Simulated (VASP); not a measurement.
A run of VASP 6.6.1 is set up as follows.

INCAR

```
SYSTEM = Be64C33
PREC = Accurate ; ENCUT = 520
EDIFF = 1E-6 ; ISMEAR = -1
SIGMA = 0.05 ; LREAL = Auto
LASPH = .TRUE. ; NELM = 120
ALGO = Normal ; ISIF = 2
LWAVE = .FALSE. ; LCHARG = .TRUE.
GGA = PS ; LELF = .TRUE.
LVHAR = .TRUE. ; ISYM = -1
NBANDS = 184 ; GGA_COMPAT = .FALSE.
```

The input KPOINTS:

```
explicit points
1
Reciprocal
  0.25000000   0.25000000   0.25000000 1
```

File POSCAR:

```
Be64C33
1.0
    8.6212760000      0.0000000000      0.0000000000
    0.0000000000      8.6212760000      0.0000000000
    0.0000000000      0.0000000000      8.6212760000
Be C
64 33
Direct
    0.3755180000      0.1250010000      0.1278260000
    0.3758440000      0.1218070000      0.6291710000
    0.3763660000      0.6275550000      0.1315590000
    0.3470730000      0.6388640000      0.6429870000
    0.8759170000      0.1251160000      0.1258990000
    0.8749440000      0.1226820000      0.6248810000
    0.8787700000      0.6235350000      0.1225030000
    0.8705730000      0.6232450000      0.6242180000
    0.1268810000      0.3746600000      0.1288990000
    0.1186590000      0.3760270000      0.6302630000
    0.1257670000      0.8752260000      0.1277780000
    0.1221790000      0.8765300000      0.6272410000
    0.6282770000      0.3760360000      0.1207040000
    0.6135090000      0.3738780000      0.6161590000
    0.6252780000      0.8765720000      0.1241770000
    0.6229890000      0.8760980000      0.6249620000
    0.1258480000      0.1250430000      0.3775840000
    0.1238920000      0.1251000000      0.8779170000
    0.1297660000      0.6275180000      0.3783960000
    0.1204970000      0.6234850000      0.8807350000
    0.6271810000      0.1217820000      0.3778660000
    0.6228980000      0.1226230000      0.8770080000
    0.6408830000      0.6388010000      0.3489740000
    0.6222910000      0.6232830000      0.8725830000
    0.1262610000      0.1253860000      0.1283050000
    0.1239840000      0.1250790000      0.6287250000
    0.1269880000      0.6257460000      0.1289920000
    0.1148690000      0.6249360000      0.6290950000
    0.6267210000      0.1250810000      0.1260120000
    0.6258530000      0.1249350000      0.6278990000
    0.6271340000      0.6249920000      0.1168110000
    0.6232490000      0.6298810000      0.6253060000
    0.3764000000      0.3700180000      0.3783400000
    0.3725250000      0.3748860000      0.8868420000
    0.3738070000      0.8749520000      0.3757490000
    0.3729370000      0.8748020000      0.8776290000
    0.8848010000      0.3749320000      0.3745510000
    0.8726710000      0.3741380000      0.8746570000
    0.8756700000      0.8748060000      0.3749250000
    0.8734010000      0.8744980000      0.8753440000
    0.3773650000      0.3766000000      0.1310630000
    0.3587420000      0.3610810000      0.6546950000
    0.3767530000      0.8772620000      0.1266380000
    0.3724810000      0.8780960000      0.6257720000
    0.8791540000      0.3764020000      0.1229130000
    0.8698870000      0.3723650000      0.6252560000
    0.8757630000      0.8747870000      0.1257300000
    0.8738060000      0.8748420000      0.6260660000
    0.3766680000      0.1237930000      0.3786790000
    0.3743750000      0.1233090000      0.8794670000
    0.3861310000      0.6260210000      0.3874880000
    0.3713780000      0.6238370000      0.8829350000
    0.8774780000      0.1233470000      0.3764020000
    0.8738860000      0.1246590000      0.8758620000
    0.8809900000      0.6238510000      0.3733800000
    0.8727720000      0.6252240000      0.8747410000
    0.1290860000      0.3766400000      0.3794280000
    0.1208880000      0.3763520000      0.8811400000
    0.1247140000      0.8772060000      0.3787600000
    0.1237410000      0.8747700000      0.8777420000
    0.6526160000      0.3610040000      0.3606270000
    0.6232940000      0.3723280000      0.8720850000
    0.6238090000      0.8780730000      0.3744780000
    0.6241400000      0.8748840000      0.8758150000
    0.9998290000      0.9999430000      0.0018210000
    0.9998270000      0.9999480000      0.5018200000
    0.9998270000      0.4999440000      0.0018220000
    0.9998310000      0.4999410000      0.5018210000
    0.4998240000      0.9999470000      0.0018180000
    0.4998290000      0.9999350000      0.5018220000
    0.4998300000      0.4999400000      0.0018230000
    0.5548270000      0.4998300000      0.4459970000
    0.2500700000      0.2498950000      0.0050890000
    0.2498570000      0.2495550000      0.5049200000
    0.2493690000      0.7506460000      0.0037220000
    0.2451810000      0.7561120000      0.5030880000
    0.7502820000      0.2492430000      0.9999180000
    0.7544990000      0.2437530000      0.5005520000
    0.7495900000      0.7499880000      0.9985540000
    0.7497800000      0.7503300000      0.4987290000
    0.2509610000      0.0011460000      0.2529530000
    0.2482790000      0.9999860000      0.7533590000
    0.2543990000      0.5009850000      0.2563210000
    0.2381320000      0.4999070000      0.7635080000
    0.7513820000      0.9998960000      0.2502890000
    0.7486930000      0.9987440000      0.7506920000
    0.7615350000      0.4999710000      0.2401260000
    0.7452600000      0.4989080000      0.7473330000
    0.0031260000      0.2499460000      0.2521110000
    0.9979310000      0.2492630000      0.7522380000
    0.0017200000      0.7506230000      0.2514040000
    0.9965320000      0.7499380000      0.7515390000
    0.5028490000      0.2494410000      0.2517280000
    0.4984920000      0.2436680000      0.7566470000
    0.5011620000      0.7562000000      0.2470280000
    0.4968150000      0.7504370000      0.7518980000
    0.4447770000      0.5001340000      0.5576550000
```

Potentials or basis: VASP PAW PBE potentials, release 64 (Be, C).

Command:

```sh
$ cat potpaw_PBE.64/Be/POTCAR potpaw_PBE.64/C/POTCAR > POTCAR
$ mpirun -np 1 vasp_std > vasp.out
```

Estimate the band gap on the k mesh.

0.74 eV.

What does it give for the largest force?

0.064 eV/Å.

What does it give for the pressure?

4.9 GPa.

Forces in eV/Å, atoms in the order of the input:
```
Be   0.007  0.000 -0.001
Be  -0.004  0.000 -0.003
Be   0.000 -0.006 -0.001
Be   0.000  0.015  0.012
Be   0.001  0.001 -0.001
Be   0.004 -0.005  0.006
Be   0.003  0.008 -0.004
Be   0.001 -0.003 -0.001
Be   0.001  0.006 -0.003
Be   0.006  0.001 -0.002
Be   0.001  0.003  0.000
Be  -0.002  0.004  0.005
Be  -0.005  0.001  0.001
Be   0.017 -0.005  0.000
Be   0.003  0.002 -0.006
Be  -0.004 -0.003  0.001
Be   0.002 -0.001  0.000
Be   0.001  0.003  0.001
Be  -0.003 -0.004 -0.005
Be  -0.002  0.010  0.003
Be  -0.005  0.000 -0.005
Be   0.003 -0.003  0.002
Be   0.019  0.012 -0.006
Be  -0.006 -0.003  0.002
Be   0.000 -0.002 -0.004
Be   0.001  0.001 -0.002
Be  -0.001 -0.005 -0.001
Be   0.003 -0.002  0.001
Be  -0.005 -0.001 -0.002
Be   0.000  0.001 -0.001
Be   0.001 -0.003  0.002
Be  -0.005 -0.003 -0.004
Be   0.007  0.002  0.003
Be   0.000  0.003 -0.004
Be   0.000  0.000 -0.001
Be   0.006  0.001  0.000
Be  -0.002  0.004 -0.001
Be   0.001  0.005  0.000
Be   0.000 -0.001  0.001
Be  -0.001  0.003  0.002
Be   0.007  0.003 -0.003
Be  -0.013 -0.008 -0.002
Be  -0.002  0.002 -0.002
Be   0.005  0.000  0.004
Be   0.003 -0.010 -0.005
Be   0.003  0.005  0.003
Be  -0.001 -0.003 -0.003
Be  -0.002  0.001 -0.001
Be   0.004  0.003 -0.002
Be  -0.003 -0.001  0.005
Be  -0.017  0.007 -0.004
Be   0.005  0.000 -0.003
Be   0.003 -0.003 -0.007
Be   0.000 -0.003 -0.001
Be  -0.006 -0.001  0.001
Be  -0.002 -0.005  0.002
Be   0.000  0.003  0.000
Be  -0.003 -0.009  0.003
Be  -0.003  0.003 -0.007
Be  -0.001 -0.002 -0.001
Be  -0.012 -0.002 -0.002
Be   0.000  0.006  0.000
Be   0.005  0.000  0.001
Be  -0.006  0.000  0.000
C   -0.002  0.000  0.006
C   -0.001 -0.002  0.007
C   -0.001 -0.001  0.006
C   -0.002  0.000  0.007
C   -0.001 -0.002  0.007
C   -0.002  0.001  0.006
C   -0.002  0.000  0.006
C    0.053 -0.004 -0.037
C   -0.006 -0.001  0.005
C    0.008  0.001  0.009
C    0.004 -0.005  0.000
C   -0.001  0.004  0.000
C   -0.004  0.007  0.003
C   -0.002 -0.003  0.001
C    0.005  0.002 -0.001
C   -0.004  0.000 -0.006
C   -0.005 -0.009  0.006
C    0.006 -0.009 -0.001
C   -0.002  0.010  0.001
C    0.018  0.005 -0.004
C   -0.001  0.009  0.002
C    0.001  0.000  0.000
C   -0.014 -0.003  0.018
C   -0.004 -0.006 -0.003
C   -0.005 -0.007 -0.008
C   -0.007 -0.002  0.004
C    0.008  0.001  0.002
C    0.004  0.007 -0.004
C    0.013  0.002  0.002
C    0.005 -0.007 -0.006
C   -0.006  0.007 -0.005
C   -0.016  0.000 -0.007
C   -0.042 -0.019  0.023
```

Caveat: the PAW data sets were made with another functional, which shifts forces and pressure a little.
